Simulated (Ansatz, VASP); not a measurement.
## GaN in VASP and in Ansatz

```xyz
4
Lattice="3.1516 0.0000 0.0000 -1.5758 2.7294 0.0000 0.0000 0.0000 5.1383" Properties=species:S:1:pos:R:3 pbc="T T T"
Ga    0.0000    1.8196   -0.0036
Ga    1.5758    0.9098    2.5656
N     0.0000    1.8196    1.9305
N     1.5758    0.9098    4.4996
```

Alike in both runs: functional LDA; k mesh 12 × 12 × 6; occupations fermi-dirac, width 0.02 eV; no spin polarisation.

Ansatz relaxed the structure, and its values are those at the end. VASP's run is a single point on that final structure, the one shown.

|  | VASP | Ansatz |
| --- | --- | --- |
| version | VASP 6.6.1 | Ansatz 0.2.0 |
| potentials or method | VASP PAW LDA potentials, release 64 (Ga_d, N), cutoff 520 eV | PAW plane waves |
| valence electrons in the cell | 36 | 36 |

Ansatz gave:

- gap on the k mesh at the Fermi level (eV): 2.13
- pressure (GPa): 0.0

Task: What did VASP give for the same quantities?

Result: gap on the k mesh at the Fermi level (eV): 2.15; pressure (GPa): 1.1.

Ansatz warns that its potentials were made for another functional, while VASP's fit it. LDA's correlation is that of Perdew and Zunger in VASP and of Perdew and Wang (1992) in Ansatz.
